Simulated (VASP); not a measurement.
## Cu: single point with PBE

Crystal: Cu.

```
Cu
1.0
     2.61968    0.00000    0.00000
    -1.30984    2.26871    0.00000
     0.00000    0.00000    4.02750
Cu
2
Direct
  0.33333 0.66667 0.25000
  0.66667 0.33333 0.75000
```

This isn't the form of Cu at room conditions, which is fcc.

```json
{"Program": "VASP 6.6.1", "Task": "single point", "Functional": "PBE", "Potentials or basis": "VASP PAW PBE potentials, release 64 (Cu)", "Cutoff": "520 eV", "k mesh": "21 × 21 × 12", "Occupations": "gaussian, width 0.15 eV", "Spin": "no spin polarisation", "Dipole correction": "no", "Further INCAR settings": "ALGO = Fast; EDIFF = 1e-06; NBANDS = 18"}
```

| Property | Result |
| --- | --- |
| Pressure | 1.8 GPa |
| Band gap on the k mesh | zero (bands 11 and 12 overlap by 5.65 eV) |

Stress tensor (GPa, compression positive):
```
-1.41  0.00  0.00
 0.00 -1.41  0.00
 0.00  0.00  8.34
```

Levels at points of the mesh, in eV from the Fermi level:
```csv
k point,band 8,band 9,band 10,band 11,band 12,band 13,band 14,band 15
"(0.00, 0.00, 0.00)",-2.58,-2.58,-1.68,-1.68,-0.35,4.58,20.27,20.27
"(0.00, 0.00, 0.50)",-3.01,-1.90,-1.90,-1.90,-1.90,13.96,13.96,21.20
```

Wall time 3 min on 1 thread of Intel Xeon 8259CL, with other jobs on the host, peak memory 0.23 GiB.

Caveat: the stress differs along the axes, from -1 to 8 GPa.
